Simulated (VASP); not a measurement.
# Hf2BeCl (P-6m2) in VASP: further runs

The runs below take Hf2BeCl through single point, relaxation of cell and atoms, with PBE.

Everything below comes from runs of VASP 6.6.1. Logs are shortened: lines on timing, memory, paths and dates and some standing lists are left out, and cuts for length are marked.

## Step 1: The cell of the first run

It takes space group P-6m2 (No. 187, hexagonal). The conventional cell has a = 3.255 Å, b = 3.255 Å, c = 7.690 Å, α = 90.00°, β = 90.00°, γ = 120.00°. Within 3.4 Å of Hf (site symmetry 3m) lie 3 Be at 2.61 Å and 3 Cl at 2.77 Å and 6 Hf at 3.25 Å. Within 3.4 Å of Be (site symmetry -6m2) lie 6 Hf at 2.61 Å and 6 Be at 3.25 Å. Within 3.6 Å of Cl (site symmetry -6m2) lie 6 Hf at 2.77 Å and 6 Cl at 3.25 Å.

## Step 2: Single point, PBE

INCAR reads:

```
SYSTEM = Hf2BeCl
  PREC = Accurate
  ENCUT = 520
  EDIFF = 1E-7
  ISMEAR = 0
  SIGMA = 0.1
  LREAL = .False.
  LASPH = .True.
  NELM = 100
  ALGO = Normal
  ISIF = 2
  LWAVE = .False.
  LCHARG = .True.
  GGA = PE
  LELF = .True.
  LVHAR = .True.
  NBANDS = 22
```

KPOINTS reads:

```
Automatic mesh
0
Gamma
  18 18 6
  0 0 0
```

POSCAR reads:

```
Hf2BeCl
1.0
    3.2549166687      0.0000000000      0.0000000000
   -1.6274583344      2.8188405223      0.0000000000
    0.0000000000      0.0000000000      7.6899843114
Hf Be Cl
2 1 1
Direct
    0.0000000000      0.0000000000      0.7359343904
    0.0000000000      0.0000000000      0.2640656096
    0.3333333333      0.6666666667      0.5000000000
    0.3333333333      0.6666666667      0.0000000000
```

Potentials or basis: VASP PAW PBE potentials, release 64 (Hf_pv, Be, Cl).

Command:

```sh
> cat potpaw_PBE.64/Hf_pv/POTCAR potpaw_PBE.64/Be/POTCAR potpaw_PBE.64/Cl/POTCAR > POTCAR
> mpirun -np 1 vasp_std > vasp.out
```

OUTCAR:

```text
SYSTEM = Hf2BeCl
   PREC = Accurate
   ENCUT = 520
   EDIFF = 1E-7
   ISMEAR = 0
   LREAL = .False.
   LASPH = .True.
   NELM = 100
   ISIF = 2
   GGA = PE

 ion  position               nearest neighbor table
   1  0.000  0.000  0.736-   3 2.61   3 2.61   3 2.61   4 2.77   4 2.77   4 2.77   2 3.63
   2  0.000  0.000  0.264-   3 2.61   3 2.61   3 2.61   4 2.77   4 2.77   4 2.77   1 3.63
   3  0.333  0.667  0.500-   1 2.61   2 2.61   1 2.61   2 2.61   1 2.61   2 2.61
   4  0.333  0.667  0.000-   1 2.77   2 2.77   1 2.77   2 2.77   1 2.77   2 2.77

  LATTYP: Found a hexagonal cell.
 ALAT       =     3.2549166687
 C/A-ratio  =     2.3625748657

  Lattice vectors:

 A1 = (   3.2549166687,   0.0000000000,   0.0000000000)
 A2 = (  -1.6274583344,   2.8188405223,   0.0000000000)
 A3 = (   0.0000000000,   0.0000000000,   7.6899843114)

Analysis of symmetry for initial positions (statically):
=====================================================================
 Subroutine PRICEL returns:
 Original cell was already a primitive cell.

 Routine SETGRP: Setting up the symmetry group for a
 hexagonal supercell.

 Subroutine GETGRP returns: Found 12 space group operations
 (whereof 12 operations were pure point group operations)
 out of a pool of 24 trial point group operations.

The static configuration has the point symmetry D_3h.

Analysis of symmetry for dynamics (positions and initial velocities):
=====================================================================
 Subroutine PRICEL returns:
 Original cell was already a primitive cell.

 Routine SETGRP: Setting up the symmetry group for a
 hexagonal supercell.

 Subroutine GETGRP returns: Found 12 space group operations
 (whereof 12 operations were pure point group operations)
 out of a pool of 24 trial point group operations.

The dynamic configuration has the point symmetry D_3h.

 Subroutine INISYM returns: Found 12 space group operations
 (whereof 12 operations are pure point group operations),
 and found     1 'primitive' translations

----------------------------------------------------------------------------------------

                                     Primitive cell

  volume of cell :      70.5563

  direct lattice vectors                    reciprocal lattice vectors
     3.254916669  0.000000000  0.000000000     0.307227527  0.177377896  0.000000000
    -1.627458334  2.818840522  0.000000000     0.000000000  0.354755791  0.000000000
     0.000000000  0.000000000  7.689984311     0.000000000  0.000000000  0.130039277

  length of vectors
     3.254916669  3.254916669  7.689984311     0.354755791  0.354755791  0.130039277

  position of ions in fractional coordinates (direct lattice)
     0.000000000  0.000000000  0.735934390
     0.000000000  0.000000000  0.264065610
     0.333333333  0.666666667  0.500000000
     0.333333333  0.666666667  0.000000000

  ion indices of the primitive-cell ions
   primitive index   ion index
                 1           1
                 2           2
                 3           3
                 4           4

----------------------------------------------------------------------------------------

 KPOINTS: Automatic mesh

Automatic generation of k-mesh.
 Grid dimensions read from file:
 generate k-points for:   18   18    6

 Generating k-lattice:

  Cartesian coordinates                     Fractional coordinates (reciprocal lattice)
     0.017068196  0.009854328  0.000000000     0.055555556  0.000000000  0.000000000
     0.000000000  0.019708655  0.000000000     0.000000000  0.055555556  0.000000000
     0.000000000  0.000000000  0.021673213     0.000000000  0.000000000  0.166666667

  Length of vectors
     0.019708655  0.019708655  0.021673213

  Shift w.r.t. Gamma in fractional coordinates (k-lattice)
     0.000000000  0.000000000  0.000000000

 Subroutine IBZKPT returns following result:
 ===========================================

 Found    148 irreducible k-points:

 Following reciprocal coordinates:
            Coordinates               Weight
  0.000000  0.000000  0.000000      1.000000
  0.055556 -0.000000  0.000000      6.000000
  0.111111 -0.000000  0.000000      6.000000
  0.166667 -0.000000  0.000000      6.000000
  0.222222 -0.000000  0.000000      6.000000
  0.277778  0.000000  0.000000      6.000000
[... 16 lines left out ...]
  0.333333  0.111111  0.000000     12.000000
  0.388889  0.111111  0.000000     12.000000
 [... further k-points ...]
   k-points           NKPTS =    148   k-points in BZ     NKDIM =    148   number of bands    NBANDS=     22
   number of dos      NEDOS =    301   number of ions     NIONS =      4
   total plane-waves  NPLWV =  34560
   dimension x,y,z NGX =    24 NGY =   24 NGZ =   60
   dimension x,y,z NGXF=    48 NGYF=   48 NGZF=  120
   ions per type =               2   1   1
   NGX,Y,Z   is equivalent  to a cutoff of  12.26, 12.26, 12.97 a.u.
   NGXF,Y,Z  is equivalent  to a cutoff of  24.52, 24.52, 25.94 a.u.
 SYSTEM =  Hf2BeCl
   PREC   = accura    normal or accurate (medium, high low for compatibility)
   ISTART =      0    job   : 0-new  1-cont  2-samecut
   ICHARG =      2    charge: 1-file 2-atom 10-const
   ISPIN  =      1    spin polarized calculation?
   LNONCOLLINEAR =      F non collinear calculations
   LSORBIT =      F    spin-orbit coupling
   LASPH  =      T    aspherical Exc in radial PAW
   ENCUT  =  520.0 eV  38.22 Ry    6.18 a.u.   6.05  6.05 14.30*2*pi/ulx,y,z
   NELM   =    100;   NELMIN=  2; NELMDL= -5     # of ELM steps
   EDIFF  = 0.1E-06   stopping-criterion for ELM
   LREAL  =      F    real-space projection
   EDIFFG = 0.1E-05   stopping-criterion for IOM
   NSW    =      0    number of steps for IOM
   IBRION =     -1    ionic relax: 0-MD 1-quasi-New 2-CG
   NFREE  =      0    steps in history (QN), initial steepest desc. (CG)
   ISIF   =      2    stress and relaxation
   ISYM   =      2    0-nonsym 1-usesym 2-fastsym
   POTIM  = 0.5000    time-step for ionic-motion
   TEBEG  =    0.0;   TEEND  =   0.0 temperature during run
   PSTRESS=    0.0 pullay stress
   NELECT =      29.0000    total number of electrons
   NUPDOWN=      -1.0000    fix difference up-down
   EMIN   =  10.00;   EMAX   =-10.00  energy-range for DOS
   EFERMI =   0.00;   METHOD = LEGACY
   ISMEAR =     0;   SIGMA  =   0.10  broadening in eV -4-tet -1-fermi 0-gaus
   EFERMI_NEDOS =   21; number of points for ismear=-14 and -15
   IALGO  =     38    algorithm
   IMIX   =      4    mixing-type and parameters
     AMIX     =   0.40;   BMIX     =  1.00
     AMIX_MAG =   1.60;   BMIX_MAG =  1.00
  volume/ion in A,a.u.               =      17.64       119.03
  Fermi-wavevector in a.u.,A,eV,Ry     =   1.217201  2.300176 20.158089  1.481578
  Thomas-Fermi vector in A             =   2.352529
   LORBIT       =      0    0 simple, 1 ext, 2 COOP (PROOUT), +10 PAW based schemes
   GGA     = PE    functional components
   LHFCALC =     F    Hartree Fock is set to
   AEXX    =    0.0000 exact exchange contribution
   IVDW    =     0    specifies the selected vdW correction
   LEPSILON=     F    determine dielectric tensor
   LRPA    =     F    only Hartree local field effects (RPA)
 non-spin polarized calculation
 Gauss-broadening in eV      SIGMA  =   0.10
  energy-cutoff  :      520.00
  volume of cell :       70.56
 maximum number of plane-waves:      1938
   NGX = 13   NGY = 13   NGZ = 29

 number of electron      28.9999999 magnetization

 Free energy of the ion-electron system (eV)
  ---------------------------------------------------
  ext. energy  EPLUGINS =         0.00000000
  ---------------------------------------------------
  free energy    TOTEN  =       -25.92913664 eV

  energy without entropy =      -25.91547696  energy(sigma->0) =      -25.92230680

 E-fermi :   5.9024     XC(G=0): -10.9567

 val. band max:        5.8802786873   @ k =   0.2222  -0.0000   0.0000
 cond. band min:       5.9025308496   @ k =   0.2222  -0.0000   0.5000
 fundamental gap:      0.0222521623
 Fermi energy:         5.9024322397

 k-point     1 :       0.0000    0.0000    0.0000
  band No.  band energies     occupation
      1     -25.1818      2.00000
      2     -25.0832      2.00000
      3     -24.6700      2.00000
      4     -24.6700      2.00000
      5     -24.6643      2.00000
      6     -24.6643      2.00000
[... 14 lines left out ...]
     21       8.8827      0.00000
     22       9.4507      0.00000

 k-point     2 :       0.0556   -0.0000    0.0000
  band No.  band energies     occupation
      1     -25.1789      2.00000
      2     -25.0809      2.00000
      3     -24.6853      2.00000
      4     -24.6793      2.00000
      5     -24.6735      2.00000
      6     -24.6677      2.00000
[... 14 lines left out ...]
     21       8.9851      0.00000
     22       9.4122      0.00000

 k-point     3 :       0.1111   -0.0000    0.0000
  band No.  band energies     occupation
      1     -25.1706      2.00000
      2     -25.0745      2.00000
      3     -24.7293      2.00000
      4     -24.7223      2.00000
      5     -24.6835      2.00000
      6     -24.6776      2.00000
[... 14 lines left out ...]
     21       9.3057      0.00000
     22       9.3573      0.00000

 k-point     4 :       0.1667   -0.0000    0.0000
  band No.  band energies     occupation
      1     -25.1578      2.00000
      2     -25.0645      2.00000
      3     -24.7959      2.00000
      4     -24.7875      2.00000
      5     -24.6989      2.00000
      6     -24.6927      2.00000
[... 14 lines left out ...]
     21       9.1600      0.00000
     22       9.8747      0.00000

 k-point     5 :       0.2222   -0.0000    0.0000
  band No.  band energies     occupation
      1     -25.1421      2.00000
      2     -25.0524      2.00000
      3     -24.8764      2.00000
      4     -24.8664      2.00000
      5     -24.7176      2.00000
      6     -24.7112      2.00000
[... 14 lines left out ...]
     21       9.3139      0.00000
     22      10.1476      0.00000

 k-point     6 :       0.2778    0.0000    0.0000
  band No.  band energies     occupation
      1     -25.1255      2.00000
      2     -25.0395      2.00000
      3     -24.9606      2.00000
      4     -24.9491      2.00000
      5     -24.7375      2.00000
      6     -24.7308      2.00000
[... 14 lines left out ...]
     21       9.6701      0.00000
     22      10.0818      0.00000

 k-point     7 :       0.3333    0.0000    0.0000
  band No.  band energies     occupation
      1     -25.1102      2.00000
      2     -25.0382      2.00000
      3     -25.0318      2.00000
      4     -25.0212      2.00000
      5     -24.7560      2.00000
      6     -24.7492      2.00000
[... 324 lines left out ...]
      6     -24.7294      2.00000
[... 14 lines left out ...]
     21       9.2456      0.00000
     22      10.4016      0.00000

 k-point    21 :       0.2222    0.1111    0.0000
  band No.  band energies     occupation
      1     -25.1204      2.00000
      2     -25.0355      2.00000
      3     -24.9692      2.00000
      4     -24.9576      2.00000
      5     -24.7613      2.00000
      6     -24.7542      2.00000
[... 14 lines left out ...]
     21       9.7106      0.00000
     22      10.4144      0.00000

 k-point    22 :       0.2778    0.1111    0.0000
  band No.  band energies     occupation
      1     -25.1060      2.00000
      2     -25.0361      2.00000
      3     -25.0290      2.00000
      4     -25.0186      2.00000
      5     -24.7850      2.00000
      6     -24.7775      2.00000
[... 14 lines left out ...]
     21      10.2386      0.00000
     22      10.5049      0.00000

 k-point    23 :       0.3333    0.1111    0.0000
  band No.  band energies     occupation
      1     -25.0993      2.00000
      2     -25.0848      2.00000
      3     -25.0777      2.00000
      4     -25.0137      2.00000
      5     -24.8043      2.00000
      6     -24.7965      2.00000
[... 14 lines left out ...]
     21      10.4966      0.00000
     22      11.0461      0.00000

 k-point    24 :       0.3889    0.1111    0.0000
  band No.  band energies     occupation
      1     -25.1273      2.00000
      2     -25.1120      2.00000
      3     -25.0839      2.00000
      4     -25.0077      2.00000
      5     -24.8169      2.00000
      6     -24.8089      2.00000
[... 14 lines left out ...]
     21      10.6057      0.00000
     22      11.6361      0.00000

 [... further k-points ...]

------------------------ aborting loop because EDIFF is reached ----------------------------------------

  FORCE on cell =-STRESS in cart. coord.  units (eV):
  Direction    XX          YY          ZZ          XY          YZ          ZX
  --------------------------------------------------------------------------------------
  -------------------------------------------------------------------------------------
  Total       -0.1929486     -0.1929486     -0.1780173      0.0000000      0.0000000      0.0000000
  in kB       -4.3814347     -4.3814347     -4.0423774      0.0000000      0.0000000      0.0000000
  external PRESSURE =      -4.2684156 kB  Pullay stress =       0.0000000 kB

 VOLUME and BASIS-vectors are now :
 -----------------------------------------------------------------------------
  energy-cutoff  :      520.00
  volume of cell :       70.56
      direct lattice vectors                 reciprocal lattice vectors
     3.254916669  0.000000000  0.000000000     0.307227527  0.177377896  0.000000000
    -1.627458334  2.818840522  0.000000000     0.000000000  0.354755791  0.000000000
     0.000000000  0.000000000  7.689984311     0.000000000  0.000000000  0.130039277

 POSITION                                       TOTAL-FORCE (eV/Angst)
 -----------------------------------------------------------------------------------
      0.00000      0.00000      5.65932        -0.000000     -0.000000      0.020089
      0.00000      0.00000      2.03066        -0.000000      0.000000     -0.020089
     -0.00000      1.87923      3.84499        -0.000000      0.000000     -0.000000
     -0.00000      1.87923      0.00000         0.000000      0.000000     -0.000000
 -----------------------------------------------------------------------------------
    total drift:                                0.000000     -0.000000     -0.000000

  FREE ENERGIE OF THE ION-ELECTRON SYSTEM (eV)
  ---------------------------------------------------
  free  energy   TOTEN  =       -25.9291366372 eV

  energy  without entropy=      -25.9154769572  energy(sigma->0) =      -25.92230680
```

Wall time 1.9 min (1 thread of AMD EPYC 9R45 (Zen 5), shared host); peak memory 0.32 GiB.

What came out:

- Free energy: -25.9291 eV
- Pressure: -0.4 GPa
- Largest force: 0.020 eV/Å

Forces on the atoms (eV/Å):
```
Hf   0.000  0.000  0.020
Hf   0.000  0.000 -0.020
Be   0.000  0.000  0.000
Cl   0.000  0.000  0.000
```

Caveat: spin-orbit coupling is left out, which moves the levels of the heavy elements; an odd number of electrons without spin polarisation forces a metal; a magnetic or distorted state may lie lower.

(Continued in part 2 of 2.)
